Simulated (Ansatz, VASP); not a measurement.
# Two plane-wave programs on TaBr3F

```
Ta Br F
1.0
     4.78108    0.00000    0.00000
     0.00000    4.78108    0.00000
     0.00000    0.00000    4.78108
Ta Br F
1 3 1
Direct
  0.00000 0.00000 0.00000
  0.50000 0.00000 0.50000
  0.00000 0.50000 0.50000
  0.50000 0.50000 0.00000
  0.50000 0.50000 0.50000
```

Change from the starting cell: species swapped into the Ba3PbO type (Pm-3m, No. 221).

Alike in both runs: task relaxation of cell and atoms; functional PBE; k mesh 8 × 8 × 8; occupations gaussian, width 0.1 eV; no spin polarisation.

|  | VASP | Ansatz |
| --- | --- | --- |
| version | VASP 6.6.1 | Ansatz 0.2.0 |
| potentials or method | VASP PAW PBE potentials, release 64 (Ta_pv, Br, F), cutoff 600 eV | scalar-relativistic, plane waves, PAW |
| valence electrons in the cell | 39 | 41 |

```csv
,VASP,Ansatz,Ansatz less VASP
"gap on the k mesh at the Fermi level, each at its own relaxed structure (eV)",none,none,-
relaxed volume (Å³/atom),21.86,21.91,+0.054
relaxed cell length with the largest relative difference (Å),4.781,4.785,+0.0039
```

A gap of «none» marks a metal or a gap that the smearing closes. VASP's potentials hold 39 valence electrons a cell and Ansatz's 41, so a difference there can come from the potentials and not from the codes.

Spin-orbit coupling is off throughout. Noted on VASP's run: the relaxation stopped at its first step, so nothing moved; too few bands were computed for a metal, which touches its energy and stress.
